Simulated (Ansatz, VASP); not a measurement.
One calculation of IrRh5, two programs

```
Ir Rh
1.0
     4.64717    0.00000    0.00000
    -2.32358    4.02457    0.00000
     0.00000    0.00000    4.38627
Ir Rh
1 5
Direct
  0.00000 0.00000 0.00000
  0.66667 0.33333 0.00000
  0.33333 0.66667 0.00000
  0.33333 0.00000 0.50000
  0.00000 0.33333 0.50000
  0.66667 0.66667 0.50000
```

Alike in both runs: task relaxation of cell and atoms; functional PBE; k mesh 6 × 6 × 4; occupations gaussian, width 0.1 eV; no spin polarisation.

|  | VASP | Ansatz |
| --- | --- | --- |
| version | VASP 6.6.1 | Ansatz 0.2.0 |
| potentials or method | VASP PAW PBE potentials, release 64 (Ir, Rh_pv), cutoff 600 eV | scalar-relativistic, plane waves, PAW |
| valence electrons in the cell | 84 | 102 |

|  | VASP | Ansatz | Ansatz less VASP |
| --- | --- | --- | --- |
| gap on the k mesh at the Fermi level, each at its own relaxed structure (eV) | none | none | - |
| relaxed volume (Å³/atom) | 14.13 | 14.13 | -0.001 |
| relaxed cell length with the largest relative difference (Å) | 4.402 | 4.403 | +0.0008 |

A gap of «none» marks a metal or a gap that the smearing closes. VASP's potentials hold 84 valence electrons a cell and Ansatz's 102, so a difference there can come from the potentials and not from the codes.

Neither program's run includes spin-orbit coupling.
